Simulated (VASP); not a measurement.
# BAs (F-43m) in VASP: a series of runs

Runs on BAs. Level: r2SCAN+D3(BJ). Tasks: phonons.

Program: VASP 6.6.1. These are calculated values, not measurements. Logs are shortened: lines on timing, memory, paths and dates and some standing lists are left out, and cuts for length are marked.

### 1 The cell of the first run

It takes space group F-43m (No. 216, cubic). Conventional cell: a = 4.683 Å, b = 4.683 Å, c = 4.683 Å, α = 90.00°, β = 90.00°, γ = 90.00°. Within 2.7 Å of B (site symmetry -43m) lie 4 As at 2.03 Å. Within 2.7 Å of As (site symmetry -43m) lie 4 B at 2.03 Å.

### 2 Phonons, r2SCAN+D3(BJ)

Input file INCAR:

```
ALGO     = Normal         # electronic algorithm
EDIFF    = 1E-8           # SCF threshold, eV
ENCUT    = 520            # plane-wave cutoff, eV
IBRION   = 6              # ionic algorithm
ISIF     = 2              # what is computed and relaxed
ISMEAR   = 0              # smearing method
IVDW     = 12             # dispersion correction
LASPH    = T              # aspherical terms in the spheres
LCHARG   = F              # write CHGCAR
LMIXTAU  = T            
LREAL    = F              # projectors in reciprocal space
LWAVE    = F              # write WAVECAR
METAGGA  = R2SCAN         # meta-GGA
NELM     = 60             # most SCF steps
NFREE    = 2            
NSW      = 1              # ionic steps
POTIM    = 0.015          # step
PREC     = Accurate       # precision mode
SIGMA    = 0.01           # smearing width, eV
VDW_A1   = 0.49484001   
VDW_A2   = 5.73083694   
VDW_S6   = 1.0          
VDW_S8   = 0.78981345
```

Input file KPOINTS:

```
k-points
0
Gamma
  10 10 10
```

Input file POSCAR:

```
BAs
1.0
    0.0000000000      2.3416000000      2.3416000000
    2.3416000000      0.0000000000      2.3416000000
    2.3416000000      2.3416000000      0.0000000000
B As
1 1
Direct
    0.0000000000      0.0000000000      0.0000000000
    0.2500000000      0.2500000000      0.2500000000
```

Potentials or basis: VASP PAW PBE potentials, release 64 (B, As).

On the command line:

```
$ cat potpaw_PBE.64/B/POTCAR potpaw_PBE.64/As/POTCAR > POTCAR
$ mpirun -np 1 vasp_std > vasp.out
```

OUTCAR:

```text
EDIFF = 1E-8
   ENCUT = 520
   IBRION = 6
   ISIF = 2
   ISMEAR = 0
   IVDW = 12
   LASPH = T
   LREAL = F
   METAGGA = R2SCAN
   NELM = 60
   NFREE = 2
   NSW = 1
   POTIM = 0.015
   PREC = Accurate
 IVDW          = 12

 ion  position               nearest neighbor table
   1  0.000  0.000  0.000-   2 2.03   2 2.03   2 2.03   2 2.03
   2  0.250  0.250  0.250-   1 2.03   1 2.03   1 2.03   1 2.03

  LATTYP: Found a face centered cubic cell.
 ALAT       =     4.6832000000

  Lattice vectors:

 A1 = (   0.0000000000,   2.3416000000,   2.3416000000)
 A2 = (   2.3416000000,   0.0000000000,   2.3416000000)
 A3 = (   2.3416000000,   2.3416000000,   0.0000000000)

Analysis of symmetry for initial positions (statically):
=====================================================================
 Subroutine PRICEL returns:
 Original cell was already a primitive cell.

 Routine SETGRP: Setting up the symmetry group for a
 face centered cubic supercell.

 Subroutine GETGRP returns: Found 24 space group operations
 (whereof 24 operations were pure point group operations)
 out of a pool of 48 trial point group operations.

The static configuration has the point symmetry T_d .

Analysis of symmetry for dynamics (positions and initial velocities):
=====================================================================
 Subroutine PRICEL returns:
 Original cell was already a primitive cell.

 Routine SETGRP: Setting up the symmetry group for a
 face centered cubic supercell.

 Subroutine GETGRP returns: Found 24 space group operations
 (whereof 24 operations were pure point group operations)
 out of a pool of 48 trial point group operations.

The dynamic configuration has the point symmetry T_d .

 Subroutine INISYM returns: Found 24 space group operations
 (whereof 24 operations are pure point group operations),
 and found     1 'primitive' translations

----------------------------------------------------------------------------------------

                                     Primitive cell

  volume of cell :      25.6784

  direct lattice vectors                    reciprocal lattice vectors
     0.000000000  2.341600000  2.341600000    -0.213529211  0.213529211  0.213529211
     2.341600000  0.000000000  2.341600000     0.213529211 -0.213529211  0.213529211
     2.341600000  2.341600000  0.000000000     0.213529211  0.213529211 -0.213529211

  length of vectors
     3.311522478  3.311522478  3.311522478     0.369843442  0.369843442  0.369843442

  position of ions in fractional coordinates (direct lattice)
     0.000000000  0.000000000  0.000000000
     0.250000000  0.250000000  0.250000000

  ion indices of the primitive-cell ions
   primitive index   ion index
                 1           1
                 2           2

----------------------------------------------------------------------------------------

 KPOINTS: k-points

Automatic generation of k-mesh.
 Grid dimensions read from file:
 generate k-points for:   10   10   10

 Generating k-lattice:

  Cartesian coordinates                     Fractional coordinates (reciprocal lattice)
    -0.021352921  0.021352921  0.021352921     0.100000000  0.000000000  0.000000000
     0.021352921 -0.021352921  0.021352921     0.000000000  0.100000000  0.000000000
     0.021352921  0.021352921 -0.021352921     0.000000000  0.000000000  0.100000000

  Length of vectors
     0.036984344  0.036984344  0.036984344

  Shift w.r.t. Gamma in fractional coordinates (k-lattice)
     0.000000000  0.000000000  0.000000000

 Subroutine IBZKPT returns following result:
 ===========================================

 Found     47 irreducible k-points:

 Following reciprocal coordinates:
            Coordinates               Weight
  0.000000  0.000000  0.000000      1.000000
  0.100000  0.000000  0.000000      8.000000
  0.200000  0.000000  0.000000      8.000000
  0.300000  0.000000  0.000000      8.000000
  0.400000  0.000000  0.000000      8.000000
  0.500000  0.000000  0.000000      4.000000
[... 16 lines left out ...]
  0.300000  0.300000  0.000000      6.000000
  0.400000  0.300000  0.000000     24.000000
 [... further k-points ...]
   k-points           NKPTS =     47   k-points in BZ     NKDIM =     47   number of bands    NBANDS=      8
   number of dos      NEDOS =    301   number of ions     NIONS =      2
   total plane-waves  NPLWV =  21952
   dimension x,y,z NGX =    28 NGY =   28 NGZ =   28
   dimension x,y,z NGXF=    56 NGYF=   56 NGZF=   56
   ions per type =               1   1
   NGX,Y,Z   is equivalent  to a cutoff of  14.06, 14.06, 14.06 a.u.
   NGXF,Y,Z  is equivalent  to a cutoff of  28.11, 28.11, 28.11 a.u.
 SYSTEM =  unknown system
   PREC   = accura    normal or accurate (medium, high low for compatibility)
   ISTART =      0    job   : 0-new  1-cont  2-samecut
   ICHARG =      2    charge: 1-file 2-atom 10-const
   ISPIN  =      1    spin polarized calculation?
   LNONCOLLINEAR =      F non collinear calculations
   LSORBIT =      F    spin-orbit coupling
   LASPH  =      T    aspherical Exc in radial PAW
   ENCUT  =  520.0 eV  38.22 Ry    6.18 a.u.   6.16  6.16  6.16*2*pi/ulx,y,z
   NELM   =     60;   NELMIN=  2; NELMDL= -5     # of ELM steps
   EDIFF  = 0.1E-07   stopping-criterion for ELM
   LREAL  =      F    real-space projection
   EDIFFG = 0.1E-06   stopping-criterion for IOM
   NSW    =     61    number of steps for IOM
   IBRION =      6    ionic relax: 0-MD 1-quasi-New 2-CG
   NFREE  =      2    steps in history (QN), initial steepest desc. (CG)
   ISIF   =      2    stress and relaxation
   ISYM   =      2    0-nonsym 1-usesym 2-fastsym
   POTIM  = 0.0150    time-step for ionic-motion
   TEBEG  =    0.0;   TEEND  =   0.0 temperature during run
   PSTRESS=    0.0 pullay stress
   NELECT =       8.0000    total number of electrons
   NUPDOWN=      -1.0000    fix difference up-down
   EMIN   =  10.00;   EMAX   =-10.00  energy-range for DOS
   EFERMI =   0.00;   METHOD = LEGACY
   ISMEAR =     0;   SIGMA  =   0.01  broadening in eV -4-tet -1-fermi 0-gaus
   EFERMI_NEDOS =   21; number of points for ismear=-14 and -15
   IALGO  =     38    algorithm
   IMIX   =      4    mixing-type and parameters
     AMIX     =   0.40;   BMIX     =  1.00
     AMIX_MAG =   1.60;   BMIX_MAG =  1.00
  volume/ion in A,a.u.               =      12.84        86.64
  Fermi-wavevector in a.u.,A,eV,Ry     =   1.109810  2.097238 16.758011  1.231679
  Thomas-Fermi vector in A             =   2.246354
   LORBIT       =      0    0 simple, 1 ext, 2 COOP (PROOUT), +10 PAW based schemes
   METAGGA = R2SCAN    functional components
   LHFCALC =     F    Hartree Fock is set to
   AEXX    =    0.0000 exact exchange contribution
   IVDW    =    12    specifies the selected vdW correction
   LEPSILON=     F    determine dielectric tensor
   LRPA    =     F    only Hartree local field effects (RPA)
 finite differences with symmetry
 non-spin polarized calculation
 Gauss-broadening in eV      SIGMA  =   0.01
  energy-cutoff  :      520.00
  volume of cell :       25.68
 maximum number of plane-waves:       701
 NGX is ok and might be reduce to    28
   NGX = 13   NGY = 13   NGZ = 13

--------------------------------------- Ionic step        1  -------------------------------------------

 number of electron       8.0000000 magnetization

 Free energy of the ion-electron system (eV)
  ---------------------------------------------------
  ext. energy  EPLUGINS =         0.00000000
  ---------------------------------------------------
  free energy    TOTEN  =       -22.20090309 eV

  energy without entropy =      -22.20090309  energy(sigma->0) =      -22.20090309

------------------------ aborting loop because EDIFF is reached ----------------------------------------

 Edisp (eV)   -0.32650

 E8    (eV) :    -0.0986
[... 151 lines left out ...]
--------------------------------------- Ionic step        5  -------------------------------------------

 number of electron       8.0000000 magnetization

 Free energy of the ion-electron system (eV)
  ---------------------------------------------------
  ext. energy  EPLUGINS =         0.00000000
  ---------------------------------------------------
  free energy    TOTEN  =       -22.19872111 eV

  energy without entropy =      -22.19872111  energy(sigma->0) =      -22.19872111

 E-fermi :   6.9062     XC(G=0): -11.4053

 val. band max:        6.8227170268   @ k =   0.0000   0.0000   0.0000
 cond. band min:       8.0082980916   @ k =   0.0000   0.4000   0.4000
 fundamental gap:      1.1855810648
 Fermi energy:         6.9062404463

 k-point     1 :       0.0000    0.0000    0.0000
  band No.  band energies     occupation
      1     -10.0333      2.00000
      2       6.5897      2.00000
      3       6.7075      2.00000
      4       6.8227      2.00000
      5      10.1340      0.00000
      6      10.2204      0.00000
      7      10.3098      0.00000
      8      12.6669      0.00000
[... 243 lines left out ...]
 k-point    24 :       0.4000    0.3000    0.0000
  band No.  band energies     occupation
      1      -7.0747      2.00000
      2      -0.3231      2.00000
      3       2.2878      2.00000
      4       2.7867      2.00000
      5       8.5706      0.00000
      6      10.4300      0.00000
      7      16.5815      0.00000
      8      16.7854      0.00000

 [... further k-points ...]

------------------------ aborting loop because EDIFF is reached ----------------------------------------

 Edisp (eV)   -0.32650

 E8    (eV) :    -0.0986
[... 25 lines left out ...]
  FREE ENERGIE OF THE ION-ELECTRON SYSTEM (eV)
  ---------------------------------------------------
  free  energy   TOTEN  =       -22.5252221276 eV

  energy  without entropy=      -22.5252221276  energy(sigma->0) =      -22.52522213

 INTERNAL STRAIN TENSORS FROM DISPLACED ATOMS
 ============================================

 INTERNAL STRAIN TENSOR FOR ION    1 for displacements in x,y,z  (eV/Angst):
          X           Y           Z          XY          YZ          ZX
  --------------------------------------------------------------------------------
  x    -0.00000     0.00000     0.00000     0.00000     9.66602     0.00000
  y    -0.00000     0.00000    -0.00000     0.00000     0.00000     9.66602
  z     0.00000     0.00000    -0.00000     9.66602     0.00000     0.00000

 INTERNAL STRAIN TENSOR FOR ION    2 for displacements in x,y,z  (eV/Angst):
          X           Y           Z          XY          YZ          ZX
  --------------------------------------------------------------------------------
  x     0.00000     0.00000     0.00000     0.00000    -9.67073     0.00000
  y     0.00000     0.00000     0.00000     0.00000     0.00000    -9.67073
  z     0.00000     0.00000     0.00000    -9.67073     0.00000     0.00000

 Eigenvectors and eigenvalues of the dynamical matrix
 ----------------------------------------------------

   1 f  =   22.398297 THz   140.732649 2PiTHz  747.126757 cm-1    92.631870 meV
             X         Y         Z           dx          dy          dz
      0.000000  0.000000  0.000000     0.000000    0.934838    0.000000
      1.170800  1.170800  1.170800     0.000000   -0.355074    0.000000
[... 21 lines left out ...]
   6 f/i=    0.000790 THz     0.004964 2PiTHz    0.026351 cm-1     0.003267 meV
             X         Y         Z           dx          dy          dz
      0.000000  0.000000  0.000000     0.000000   -0.355074    0.000000
      1.170800  1.170800  1.170800     0.000000   -0.934838    0.000000

 ELASTIC MODULI CONTR FROM IONIC RELAXATION (kBar)
 Direction    XX          YY          ZZ          XY          YZ          ZX
 --------------------------------------------------------------------------------
 XX          -0.0000      0.0000      0.0000     -0.0000      0.0000      0.0000
 YY           0.0000     -0.0000      0.0000     -0.0000     -0.0000     -0.0000
 ZZ           0.0000      0.0000     -0.0000      0.0000     -0.0000      0.0000
 XY          -0.0000     -0.0000      0.0000   -300.7654      0.0000      0.0000
 YZ           0.0000     -0.0000     -0.0000      0.0000   -300.7654      0.0000
 ZX           0.0000     -0.0000      0.0000      0.0000      0.0000   -300.7654
 --------------------------------------------------------------------------------
```

It took 7.8 min on 1 thread of Intel Xeon Platinum 8375C at 2.90GHz (Ice Lake), shared host; peak memory 0.23 GiB.

Results:

| Quantity | Value |
| --- | --- |
| Highest phonon frequency at Γ, LO-TO splitting left out | 747 cm⁻¹ |
| Dispersion energy per atom | -0.163 eV |

Phonon frequencies in cm⁻¹ (negative: imaginary):
| q point | frequencies |
| --- | --- |
| (0.000, 0.000, 0.000) | 0 0 0 747 747 747 |

Caveat: the cell wasn't relaxed at this level first, which shifts response properties.

(Continued in part 2 of 2.)
